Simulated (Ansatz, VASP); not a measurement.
# Two plane-wave programs on KMn

INCAR

```
SYSTEM = KMn
PREC = Accurate ; ENCUT = 600
EDIFF = 1E-6 ; ISMEAR = 0
SIGMA = 0.1 ; LREAL = .False.
LASPH = .True. ; NELM = 150
ALGO = Fast ; ISIF = 3
LWAVE = .False. ; LCHARG = .False.
ISPIN = 2 ; MAGMOM = 0 4.63
LORBIT = 11 ; LMAXMIX = 4
GGA = PE ; IBRION = 2
NSW = 90 ; EDIFFG = -0.04
```

KPOINTS

```
Automatic mesh
0
Gamma
  6 6 6
  0 0 0
```

Contents of POSCAR:

```
KMn
1.0
    3.7084828753      0.0000000000      0.0000000000
    0.0000000000      3.7084828753      0.0000000000
    0.0000000000      0.0000000000      3.7084828753
K Mn
1 1
Direct
    0.0000000000      0.0000000000      0.0000000000
    0.5000000000      0.5000000000      0.5000000000
```

Input for Ansatz:

```yaml
crystal:
  lattice:
    - [3.7084828753, 0.0, 0.0]
    - [0.0, 3.7084828753, 0.0]
    - [0.0, 0.0, 3.7084828753]
  atoms:
    - { symbol: K, position: [0.0, 0.0, 0.0] }
    - { symbol: Mn, position: [0.5, 0.5, 0.5], spin: 4.63 }
basis:
  ecutwfc: 420
kpoints:
  mp_grid: { grid: [6, 6, 6] }
hamiltonian:
  xc: pbe
scf:
  occupations: { method: gaussian, width: 0.1 }
  lower_state_search: "off"
output:
  forces: true
  stress: true
  eigenvalues: true
  populations: true
magnetization:
  spin_polarized: true
relax:
  adjacent_minimum: "off"
  f_tol: 0.04
  max_steps: 70
  cell: { stress_tol: 0.4 }
```

Alike in both runs: task relaxation of cell and atoms; functional PBE; k mesh 6 × 6 × 6; occupations gaussian, width 0.1 eV; collinear spin.

|  | VASP | Ansatz |
| --- | --- | --- |
| version | VASP 6.6.1 | Ansatz 0.2.0 |
| potentials or method | VASP PAW PBE potentials, release 64 (K_sv, Mn_pv), cutoff 600 eV | scalar-relativistic, plane waves, PAW |
| valence electrons in the cell | 22 | 24 |

```tsv
	VASP	Ansatz	Ansatz less VASP
gap on the k mesh at the Fermi level, each at its own relaxed structure (eV)	none	none	-
net moment per atom (μB)	2.13	2.13	+0.002
size of the moment on the site where the two differ most (μB)	4.19	4.44	+0.250
relaxed volume (Å³/atom)	35.83	35.84	+0.010
relaxed cell length with the largest relative difference (Å)	4.154	4.154	+0.0004
```

Site moments also hang on the region over which each program counts them. A gap of «none» marks a metal or a gap that the smearing closes. VASP's potentials hold 22 valence electrons a cell and Ansatz's 24, so a difference there can come from the potentials and not from the codes.

Noted on VASP's run: the volume moved by over 15 % at a fixed basis, so the end points are rough.
